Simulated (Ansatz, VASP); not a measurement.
**Two plane-wave programs on Cl**

Contents of INCAR:

```
ALGO = Normal ; EDIFF = 1E-6
EDIFFG = -0.005 ; ENCUT = 600
GGA = PS ; IBRION = 2
ISIF = 3 ; ISMEAR = 0
LASPH = T ; LCHARG = F
LREAL = F ; LWAVE = F
NELM = 100 ; NSW = 100
PREC = Accurate ; SIGMA = 0.02
```

File KPOINTS:

```
k-points
0
Gamma
  8 8 4
```

File POSCAR:

```
Cl
1.0
    3.1200000000     -2.2400000000      0.0000000000
    3.1200000000      2.2400000000      0.0000000000
    0.0000000000      0.0000000000      8.2600000000
Cl
4
Direct
    0.1300000000      0.8700000000      0.1000000000
    0.6300000000      0.3700000000      0.4000000000
    0.8700000000      0.1300000000      0.9000000000
    0.3700000000      0.6300000000      0.6000000000
```

Input for Ansatz:

```yaml
crystal:
  lattice:
    - [3.12, -2.24, 0.0]
    - [3.12, 2.24, 0.0]
    - [0.0, 0.0, 8.26]
  atoms:
    - { symbol: Cl, position: [0.13, 0.87, 0.1] }
    - { symbol: Cl, position: [0.63, 0.37, 0.4] }
    - { symbol: Cl, position: [0.87, 0.13, 0.9] }
    - { symbol: Cl, position: [0.37, 0.63, 0.6] }
basis:
  ecutwfc: 420
kpoints:
  mp_grid: { grid: [8, 8, 4] }
hamiltonian:
  xc: pbesol
scf:
  occupations: { method: gaussian, width: 0.02 }
output:
  forces: true
  stress: true
  eigenvalues: true
  write_density: true
  write_potential: true
  elf: true
  volumetric_format: npy
relax:
  adjacent_minimum: "off"
  f_tol: 0.005
  max_steps: 80
  cell: { stress_tol: 0.05 }
```

Alike in both runs: task relaxation of cell and atoms; functional PBEsol; k mesh 8 × 8 × 4; occupations gaussian, width 0.02 eV; no spin polarisation.

|  | VASP | Ansatz |
| --- | --- | --- |
| version | VASP 6.6.1 | Ansatz 0.2.0 |
| potentials or method | VASP PAW PBE potentials, release 64 (Cl), cutoff 600 eV | scalar-relativistic, plane waves, PAW |
| valence electrons in the cell | 28 | 28 |

|  | VASP | Ansatz | Ansatz less VASP |
| --- | --- | --- | --- |
| gap on the k mesh at the Fermi level, each at its own relaxed structure (eV) | 2.14 | 2.01 | -0.121 |
| relaxed volume (Å³/atom) | 26.79 | 26.74 | -0.047 |
| relaxed length of the cell vector where the two differ most in proportion (Å) | 3.938 | 3.950 | +0.0125 |

VASP's potentials were made for PBE, not for PBEsol.
